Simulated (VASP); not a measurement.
Wanted: the native input for a VASP 6.6.1 run.

```yaml
Task: single point
Functional: PBE
Potentials_or_basis: VASP PAW PBE potentials, release 64 (Zn, O)
Cutoff: 700 eV
k_mesh: 6 × 6 × 3, shifted
Occupations: gaussian, width 0.01 eV
Spin: no spin polarisation
Dipole_correction: no
Mended: yes
Further_INCAR_settings: ALGO = Normal; EDIFF = 1e-06; NBANDS = 26; ISYM = -1
```

The structure of ZnO lies in POSCAR:

```
ZnO
1.0
    3.2493080000      0.0000000000      0.0000000000
   -1.6246540000      2.8139830000      0.0000000000
    0.0000000000      0.0000000000      5.2057090000
Zn O
2 2
Direct
    0.3333333333      0.6666666667      0.5000000000
    0.6666666667      0.3333333333      0.0000000000
    0.6666666667      0.3333333333      0.3790100000
    0.3333333333      0.6666666667      0.8790100000
```

One way to write it, as run:

INCAR

```
SYSTEM = ZnO
ALGO = Normal
EDIFF = 1E-6
ENCUT = 700
GGA = PE
GGA_COMPAT = .False.
ISIF = 2
ISMEAR = 0
ISYM = -1
LASPH = .True.
LCHARG = .False.
LREAL = .False.
LWAVE = .False.
NBANDS = 26
NELM = 120
PREC = Accurate
SIGMA = 0.01
```

KPOINTS

```
explicit points
54
Reciprocal
  0.08333333   0.08333333   0.00000000 2
  0.08333333   0.08333333   0.33333333 2
  0.08333333   0.08333333   0.66666667 2
  0.08333333   0.25000000   0.00000000 2
  0.08333333   0.25000000   0.33333333 2
  0.08333333   0.25000000   0.66666667 2
  0.08333333   0.41666667   0.00000000 2
  0.08333333   0.41666667   0.33333333 2
  0.08333333   0.41666667   0.66666667 2
  0.08333333   0.58333333   0.00000000 2
  0.08333333   0.58333333   0.33333333 2
  0.08333333   0.58333333   0.66666667 2
  0.08333333   0.75000000   0.00000000 2
  0.08333333   0.75000000   0.33333333 2
  0.08333333   0.75000000   0.66666667 2
  0.08333333   0.91666667   0.00000000 2
  0.08333333   0.91666667   0.33333333 2
  0.08333333   0.91666667   0.66666667 2
  0.25000000   0.08333333   0.00000000 2
  0.25000000   0.08333333   0.33333333 2
  0.25000000   0.08333333   0.66666667 2
  0.25000000   0.25000000   0.00000000 2
  0.25000000   0.25000000   0.33333333 2
  0.25000000   0.25000000   0.66666667 2
  0.25000000   0.41666667   0.00000000 2
  0.25000000   0.41666667   0.33333333 2
  0.25000000   0.41666667   0.66666667 2
  0.25000000   0.58333333   0.00000000 2
  0.25000000   0.58333333   0.33333333 2
  0.25000000   0.58333333   0.66666667 2
  0.25000000   0.75000000   0.00000000 2
  0.25000000   0.75000000   0.33333333 2
  0.25000000   0.75000000   0.66666667 2
  0.25000000   0.91666667   0.00000000 2
  0.25000000   0.91666667   0.33333333 2
  0.25000000   0.91666667   0.66666667 2
  0.41666667   0.08333333   0.00000000 2
  0.41666667   0.08333333   0.33333333 2
  0.41666667   0.08333333   0.66666667 2
  0.41666667   0.25000000   0.00000000 2
  0.41666667   0.25000000   0.33333333 2
  0.41666667   0.25000000   0.66666667 2
  0.41666667   0.41666667   0.00000000 2
  0.41666667   0.41666667   0.33333333 2
  0.41666667   0.41666667   0.66666667 2
  0.41666667   0.58333333   0.00000000 2
  0.41666667   0.58333333   0.33333333 2
  0.41666667   0.58333333   0.66666667 2
  0.41666667   0.75000000   0.00000000 2
  0.41666667   0.75000000   0.33333333 2
  0.41666667   0.75000000   0.66666667 2
  0.41666667   0.91666667   0.00000000 2
  0.41666667   0.91666667   0.33333333 2
  0.41666667   0.91666667   0.66666667 2
```

Potentials or basis: VASP PAW PBE potentials, release 64 (Zn, O).

Command:

```sh
$ cat potpaw_PBE.64/Zn/POTCAR potpaw_PBE.64/O/POTCAR > POTCAR
$ mpirun -np 1 vasp_std > vasp.out
```

Results of the run:

```yaml
Pressure: 5.8 GPa
Largest_force: 0.075 eV/Å
Band_gap_on_the_k_mesh: 1.41 eV
```

Caveat: the cell stands under pressure; a shifted mesh leaves out Γ, where band edges can lie.

It took 70 s on 1 thread of AMD EPYC 7R13 Processor (Zen 3), on a shared host, peak memory 0.2 GiB.
